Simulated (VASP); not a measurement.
Wanted: the native input for a VASP 6.6.1 run.

* Task: single point
* Functional: LDA
* Potentials or basis: VASP PAW LDA potentials, release 64 (Cs_sv)
* Cutoff: 520 eV
* k mesh: 8 × 8 × 8
* Occupations: fermi-dirac, width 0.1 eV
* Spin: no spin polarisation
* Dipole correction: no
* Further INCAR settings: ALGO = Normal; EDIFF = 1e-07; NBANDS = 10

The structure of Cs lies in POSCAR:

```
Cs
1.0
    4.7990138529      0.0000000000      0.0000000000
    0.0000000000      4.7990138529      0.0000000000
    0.0000000000      0.0000000000      4.7990138529
Cs
1
Direct
    0.0000000000      0.0000000000      0.0000000000
```

This isn't the form of Cs at room conditions, which is bcc.

One way to write it, as run:

INCAR

```
SYSTEM = Cs
PREC = Accurate ; ENCUT = 520
EDIFF = 1E-7 ; ISMEAR = -1
SIGMA = 0.1 ; LREAL = .FALSE.
LASPH = .TRUE. ; NELM = 80
ALGO = Normal ; ISIF = 2
LWAVE = .FALSE. ; LCHARG = .FALSE.
GGA = CA ; NBANDS = 10
```

KPOINTS

```
Automatic mesh
0
G
  8 8 8
  0 0 0
```

Potentials or basis: VASP PAW LDA potentials, release 64 (Cs_sv).

The run is started by

```sh
$ cat potpaw_LDA.64/Cs_sv/POTCAR > POTCAR
$ mpirun -np 1 vasp_std > vasp.out
```

It gave:

```json
{"Pressure": "-0.1 GPa", "Band gap on the k mesh": "zero (an odd number of electrons rules out a gap without spin polarisation)"}
```

Caveat: spin-orbit coupling is left out, which moves the levels of the heavy elements.

It took 9.2 s on 1 thread of AMD EPYC 9R45 96-Core Processor (Zen 5), with other jobs on the host, peak memory 0.15 GiB.
